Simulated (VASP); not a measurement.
# TiPt3 in VASP: notebook

The runs below take TiPt3 through single point, with PBE.

Program: VASP 6.6.1. These are calculated values, not measurements. Logs are shortened: lines on timing, memory, paths and dates and some standing lists are left out, and cuts for length are marked.

## Step 1: The cell of the first run

The structure is cubic, space group Pm-3m (No. 221). Conventional cell: a = 3.897 Å, b = 3.897 Å, c = 3.897 Å, α = 90.00°, β = 90.00°, γ = 90.00°. Ti (site symmetry m-3m) has 12 Pt at 2.76 Å within 3.6 Å. Pt (site symmetry 4/mmm) has 4 Ti at 2.76 Å and 8 Pt at 2.76 Å within 3.6 Å.

## Step 2: Single point, PBE

The input, INCAR:

```
PREC = Accurate ; ENCUT = 520
EDIFF = 1E-7 ; ISMEAR = 0
SIGMA = 0.05 ; LREAL = F
LASPH = T ; NELM = 80
ALGO = Fast ; ISIF = 2
LWAVE = F ; LCHARG = F
GGA = PE ; NBANDS = 29
```

The input, KPOINTS:

```
Automatic mesh
0
Gamma
  10 10 10
```

The input, POSCAR:

```
TiPt3
1.0
    3.8970000000      0.0000000000      0.0000000000
    0.0000000000      3.8970000000      0.0000000000
    0.0000000000      0.0000000000      3.8970000000
Ti Pt
1 3
Direct
    0.0000000000      0.0000000000      0.0000000000
    0.0000000000      0.5000000000      0.5000000000
    0.5000000000      0.0000000000      0.5000000000
    0.5000000000      0.5000000000      0.0000000000
```

Potentials or basis: VASP PAW PBE potentials, release 64 (Ti_sv, Pt).

The run is started by

```
$ cat potpaw_PBE.64/Ti_sv/POTCAR potpaw_PBE.64/Pt/POTCAR > POTCAR
$ mpirun -np 1 vasp_std > vasp.out
```

OUTCAR:

```text
PREC = Accurate
   ENCUT = 520
   EDIFF = 1E-7
   ISMEAR = 0
   LREAL = F
   LASPH = T
   NELM = 80
   ISIF = 2
   GGA = PE

 ion  position               nearest neighbor table
   1  0.000  0.000  0.000-   2 2.76   3 2.76   4 2.76   2 2.76   3 2.76   2 2.76   4 2.76   2 2.76
                             3 2.76   4 2.76   3 2.76   4 2.76
   2  0.000  0.500  0.500-   1 2.76   3 2.76   4 2.76   1 2.76   4 2.76   1 2.76   3 2.76   1 2.76
                             3 2.76   4 2.76   4 2.76   3 2.76
   3  0.500  0.000  0.500-   1 2.76   2 2.76   4 2.76   1 2.76   4 2.76   2 2.76   4 2.76   4 2.76
                             1 2.76   2 2.76   1 2.76   2 2.76
   4  0.500  0.500  0.000-   1 2.76   2 2.76   3 2.76   2 2.76   3 2.76   1 2.76   3 2.76   3 2.76
                             1 2.76   2 2.76   2 2.76   1 2.76

  LATTYP: Found a simple cubic cell.
 ALAT       =     3.8970000000

  Lattice vectors:

 A1 = (   3.8970000000,   0.0000000000,   0.0000000000)
 A2 = (   0.0000000000,   3.8970000000,   0.0000000000)
 A3 = (   0.0000000000,   0.0000000000,   3.8970000000)

Analysis of symmetry for initial positions (statically):
=====================================================================
 Subroutine PRICEL returns:
 Original cell was already a primitive cell.

 Routine SETGRP: Setting up the symmetry group for a
 simple cubic supercell.

 Subroutine GETGRP returns: Found 48 space group operations
 (whereof 48 operations were pure point group operations)
 out of a pool of 48 trial point group operations.

The static configuration has the point symmetry O_h .

Analysis of symmetry for dynamics (positions and initial velocities):
=====================================================================
 Subroutine PRICEL returns:
 Original cell was already a primitive cell.

 Routine SETGRP: Setting up the symmetry group for a
 simple cubic supercell.

 Subroutine GETGRP returns: Found 48 space group operations
 (whereof 48 operations were pure point group operations)
 out of a pool of 48 trial point group operations.

The dynamic configuration has the point symmetry O_h .

 Subroutine INISYM returns: Found 48 space group operations
 (whereof 48 operations are pure point group operations),
 and found     1 'primitive' translations

----------------------------------------------------------------------------------------

                                     Primitive cell

  volume of cell :      59.1822

  direct lattice vectors                    reciprocal lattice vectors
     3.897000000  0.000000000  0.000000000     0.256607647  0.000000000  0.000000000
     0.000000000  3.897000000  0.000000000     0.000000000  0.256607647  0.000000000
     0.000000000  0.000000000  3.897000000     0.000000000  0.000000000  0.256607647

  length of vectors
     3.897000000  3.897000000  3.897000000     0.256607647  0.256607647  0.256607647

  position of ions in fractional coordinates (direct lattice)
     0.000000000  0.000000000  0.000000000
     0.000000000  0.500000000  0.500000000
     0.500000000  0.000000000  0.500000000
     0.500000000  0.500000000  0.000000000

  ion indices of the primitive-cell ions
   primitive index   ion index
                 1           1
                 2           2
                 3           3
                 4           4

----------------------------------------------------------------------------------------

 KPOINTS: Automatic mesh

Automatic generation of k-mesh.
 Grid dimensions read from file:
 generate k-points for:   10   10   10

 Generating k-lattice:

  Cartesian coordinates                     Fractional coordinates (reciprocal lattice)
     0.025660765  0.000000000  0.000000000     0.100000000  0.000000000  0.000000000
     0.000000000  0.025660765  0.000000000     0.000000000  0.100000000  0.000000000
     0.000000000  0.000000000  0.025660765     0.000000000  0.000000000  0.100000000

  Length of vectors
     0.025660765  0.025660765  0.025660765

  Shift w.r.t. Gamma in fractional coordinates (k-lattice)
     0.000000000  0.000000000  0.000000000

 Subroutine IBZKPT returns following result:
 ===========================================

 Found     56 irreducible k-points:

 Following reciprocal coordinates:
            Coordinates               Weight
  0.000000  0.000000  0.000000      1.000000
  0.100000  0.000000  0.000000      6.000000
  0.200000  0.000000  0.000000      6.000000
  0.300000  0.000000  0.000000      6.000000
  0.400000  0.000000  0.000000      6.000000
  0.500000  0.000000  0.000000      3.000000
[... 16 lines left out ...]
  0.200000  0.100000  0.100000     24.000000
  0.300000  0.100000  0.100000     24.000000
 [... further k-points ...]
   k-points           NKPTS =     56   k-points in BZ     NKDIM =     56   number of bands    NBANDS=     29
   number of dos      NEDOS =    301   number of ions     NIONS =      4
   total plane-waves  NPLWV =  27000
   dimension x,y,z NGX =    30 NGY =   30 NGZ =   30
   dimension x,y,z NGXF=    60 NGYF=   60 NGZF=   60
   ions per type =               1   3
   NGX,Y,Z   is equivalent  to a cutoff of  12.80, 12.80, 12.80 a.u.
   NGXF,Y,Z  is equivalent  to a cutoff of  25.60, 25.60, 25.60 a.u.
 SYSTEM =  unknown system
   PREC   = accura    normal or accurate (medium, high low for compatibility)
   ISTART =      0    job   : 0-new  1-cont  2-samecut
   ICHARG =      2    charge: 1-file 2-atom 10-const
   ISPIN  =      1    spin polarized calculation?
   LNONCOLLINEAR =      F non collinear calculations
   LSORBIT =      F    spin-orbit coupling
   LASPH  =      T    aspherical Exc in radial PAW
   ENCUT  =  520.0 eV  38.22 Ry    6.18 a.u.   7.25  7.25  7.25*2*pi/ulx,y,z
   NELM   =     80;   NELMIN=  2; NELMDL= -5     # of ELM steps
   EDIFF  = 0.1E-06   stopping-criterion for ELM
   LREAL  =      F    real-space projection
   EDIFFG = 0.1E-05   stopping-criterion for IOM
   NSW    =      0    number of steps for IOM
   IBRION =     -1    ionic relax: 0-MD 1-quasi-New 2-CG
   NFREE  =      0    steps in history (QN), initial steepest desc. (CG)
   ISIF   =      2    stress and relaxation
   ISYM   =      2    0-nonsym 1-usesym 2-fastsym
   POTIM  = 0.5000    time-step for ionic-motion
   TEBEG  =    0.0;   TEEND  =   0.0 temperature during run
   PSTRESS=    0.0 pullay stress
   NELECT =      42.0000    total number of electrons
   NUPDOWN=      -1.0000    fix difference up-down
   EMIN   =  10.00;   EMAX   =-10.00  energy-range for DOS
   EFERMI =   0.00;   METHOD = LEGACY
   ISMEAR =     0;   SIGMA  =   0.05  broadening in eV -4-tet -1-fermi 0-gaus
   EFERMI_NEDOS =   21; number of points for ismear=-14 and -15
   IALGO  =     68    algorithm
   IMIX   =      4    mixing-type and parameters
     AMIX     =   0.40;   BMIX     =  1.00
     AMIX_MAG =   1.60;   BMIX_MAG =  1.00
  volume/ion in A,a.u.               =      14.80        99.85
  Fermi-wavevector in a.u.,A,eV,Ry     =   1.460251  2.759474 29.012153  2.132333
  Thomas-Fermi vector in A             =   2.576723
   LORBIT       =      0    0 simple, 1 ext, 2 COOP (PROOUT), +10 PAW based schemes
   GGA     = PE    functional components
   LHFCALC =     F    Hartree Fock is set to
   AEXX    =    0.0000 exact exchange contribution
   IVDW    =     0    specifies the selected vdW correction
   LEPSILON=     F    determine dielectric tensor
   LRPA    =     F    only Hartree local field effects (RPA)
 non-spin polarized calculation
 RMM-DIIS sequential band-by-band and
 Gauss-broadening in eV      SIGMA  =   0.05
  energy-cutoff  :      520.00
  volume of cell :       59.18
 maximum number of plane-waves:      1628
 NGX is ok and might be reduce to    30
   NGX = 15   NGY = 15   NGZ = 15

 number of electron      41.9999997 magnetization

 Free energy of the ion-electron system (eV)
  ---------------------------------------------------
  ext. energy  EPLUGINS =         0.00000000
  ---------------------------------------------------
  free energy    TOTEN  =       -29.48944361 eV

  energy without entropy =      -29.48772663  energy(sigma->0) =      -29.48858512

 E-fermi :  11.8908     XC(G=0): -13.2835

 val. band max:       11.8527467442   @ k =   0.5000   0.1000   0.0000
 cond. band min:      11.9143312876   @ k =   0.4000   0.1000   0.1000
 fundamental gap:      0.0615845434
 Fermi energy:        11.8908170513

 k-point     1 :       0.0000    0.0000    0.0000
  band No.  band energies     occupation
      1     -46.3227      2.00000
      2     -22.5417      2.00000
      3     -22.5417      2.00000
      4     -22.5417      2.00000
      5       1.6434      2.00000
      6       4.4389      2.00000
[... 21 lines left out ...]
     28      13.8918      0.00000
     29      20.2878      0.00000

 k-point     2 :       0.1000    0.0000    0.0000
  band No.  band energies     occupation
      1     -46.3226      2.00000
      2     -22.5444      2.00000
      3     -22.5421      2.00000
      4     -22.5421      2.00000
      5       1.7766      2.00000
      6       4.5236      2.00000
[... 21 lines left out ...]
     28      14.6852      0.00000
     29      20.0520      0.00000

 k-point     3 :       0.2000    0.0000    0.0000
  band No.  band energies     occupation
      1     -46.3221      2.00000
      2     -22.5516      2.00000
      3     -22.5432      2.00000
      4     -22.5432      2.00000
      5       2.1650      2.00000
      6       4.7586      2.00000
[... 21 lines left out ...]
     28      15.9619      0.00000
     29      19.5464      0.00000

 k-point     4 :       0.3000    0.0000    0.0000
  band No.  band energies     occupation
      1     -46.3215      2.00000
      2     -22.5604      2.00000
      3     -22.5446      2.00000
      4     -22.5446      2.00000
      5       2.7664      2.00000
      6       5.0382      2.00000
[... 597 lines left out ...]
     28      15.0506      0.00000
     29      20.5371      0.00000

 k-point    23 :       0.2000    0.1000    0.1000
  band No.  band energies     occupation
      1     -46.3218      2.00000
      2     -22.5526      2.00000
      3     -22.5459      2.00000
      4     -22.5448      2.00000
      5       2.4071      2.00000
      6       4.9169      2.00000
[... 21 lines left out ...]
     28      15.8774      0.00000
     29      19.8018      0.00000

 k-point    24 :       0.3000    0.1000    0.1000
  band No.  band energies     occupation
      1     -46.3213      2.00000
      2     -22.5602      2.00000
      3     -22.5474      2.00000
      4     -22.5459      2.00000
      5       2.9844      2.00000
      6       5.2068      2.00000
[... 21 lines left out ...]
     28      16.9880      0.00000
     29      19.2181      0.00000

 [... further k-points ...]

------------------------ aborting loop because EDIFF is reached ----------------------------------------

  FORCE on cell =-STRESS in cart. coord.  units (eV):
  Direction    XX          YY          ZZ          XY          YZ          ZX
  --------------------------------------------------------------------------------------
  -------------------------------------------------------------------------------------
  Total        3.5918549      3.5918549      3.5918549     -0.0000000      0.0000000      0.0000000
  in kB       97.2384780     97.2384780     97.2384780     -0.0000000      0.0000000      0.0000000
  external PRESSURE =      97.2384780 kB  Pullay stress =       0.0000000 kB

 VOLUME and BASIS-vectors are now :
 -----------------------------------------------------------------------------
  energy-cutoff  :      520.00
  volume of cell :       59.18
      direct lattice vectors                 reciprocal lattice vectors
     3.897000000  0.000000000  0.000000000     0.256607647  0.000000000  0.000000000
     0.000000000  3.897000000  0.000000000     0.000000000  0.256607647  0.000000000
     0.000000000  0.000000000  3.897000000     0.000000000  0.000000000  0.256607647

 POSITION                                       TOTAL-FORCE (eV/Angst)
 -----------------------------------------------------------------------------------
      0.00000      0.00000      0.00000         0.000000      0.000000      0.000000
      0.00000      1.94850      1.94850         0.000000      0.000000      0.000000
      1.94850      0.00000      1.94850         0.000000      0.000000      0.000000
      1.94850      1.94850      0.00000         0.000000      0.000000      0.000000
 -----------------------------------------------------------------------------------
    total drift:                               -0.000000      0.000000     -0.000000

  FREE ENERGIE OF THE ION-ELECTRON SYSTEM (eV)
  ---------------------------------------------------
  free  energy   TOTEN  =       -29.4894436098 eV

  energy  without entropy=      -29.4877266300  energy(sigma->0) =      -29.48858512
```

Run time: 9.5 min. Hardware: 1 thread of AMD EPYC 7R13, shared host; peak memory 0.2 GiB.

What came out:

```yaml
Free_energy: -29.4894 eV
Pressure: 9.7 GPa
Band_gap_on_the_k_mesh: zero (bands 21 and 22 overlap by 1.85 eV)
```

Levels at points of the mesh, in eV from the Fermi level:
```csv
k point,band 17,band 18,band 19,band 20,band 21,band 22,band 23,band 24,band 25,band 26
"(0.00, 0.00, 0.00)",-0.55,0.02,0.02,0.02,1.37,1.37,1.57,1.57,1.57,2.00
"(0.50, 0.00, 0.00)",-2.70,-2.70,-2.64,-1.40,-0.23,-0.23,0.03,0.44,0.74,1.97
"(0.50, 0.50, 0.00)",-3.15,-3.15,-2.48,-2.33,-2.29,0.18,0.18,0.34,1.48,1.48
"(0.50, 0.50, 0.50)",-0.99,-0.71,-0.71,-0.71,-0.47,-0.47,-0.47,1.18,1.18,1.18
```

Caveat: the cell stands under pressure; spin-orbit coupling is left out, which moves the levels of the heavy elements.

## Step 3: Single point, PBE

The input, INCAR:

```
SYSTEM = TiPt3
ALGO     = Normal         ! electronic algorithm
EDIFF    = 1E-6           ! SCF threshold, eV
ENCUT    = 520            ! plane-wave cutoff, eV
GGA      = PE             ! functional
ISIF     = 2              ! what is computed and relaxed
ISMEAR   = 0              ! smearing method
LASPH    = .True.         ! aspherical terms in the spheres
LCHARG   = .False.        ! write CHGCAR
LREAL    = .False.        ! projectors in reciprocal space
LWAVE    = .False.        ! write WAVECAR
NBANDS   = 29             ! bands
NELM     = 60             ! most SCF steps
PREC     = Accurate       ! precision mode
SIGMA    = 0.05           ! smearing width, eV
```

The input, KPOINTS:

```
k-points
0
Gamma
  10 10 10
  0 0 0
```

POSCAR is that of step 2.

Potentials or basis: VASP PAW PBE potentials, release 64 (Ti_sv, Pt).

The run is started by

```
$ cat potpaw_PBE.64/Ti_sv/POTCAR potpaw_PBE.64/Pt/POTCAR > POTCAR
$ mpirun -np 1 vasp_std > vasp.out
```

Wall time 2.9 min (1 thread of AMD EPYC 7R13, shared host); peak memory 0.2 GiB.

The run converged. Its results:

* Free energy: -29.4894 eV
* Pressure: 9.8 GPa
* Band gap on the k mesh: zero (bands 21 and 22 overlap by 1.85 eV)

Levels at points of the mesh, in eV from the Fermi level:
```csv
k point,band 18,band 19,band 20,band 21,band 22,band 23,band 24,band 25
"(0.00, 0.00, 0.00)",0.02,0.02,0.02,1.37,1.37,1.57,1.57,1.57
"(0.50, 0.00, 0.00)",-2.70,-2.64,-1.40,-0.23,-0.23,0.03,0.44,0.74
"(0.50, 0.50, 0.00)",-3.15,-2.48,-2.33,-2.29,0.18,0.18,0.34,1.48
"(0.50, 0.50, 0.50)",-0.71,-0.71,-0.71,-0.47,-0.47,-0.47,1.18,1.18
```

Caveat: the cell stands under pressure; spin-orbit coupling is left out, which moves the levels of the heavy elements.

(Part 1 of 2 ends here.)

The gap in the log of VASP goes by the Fermi energy; the results here count the filled bands.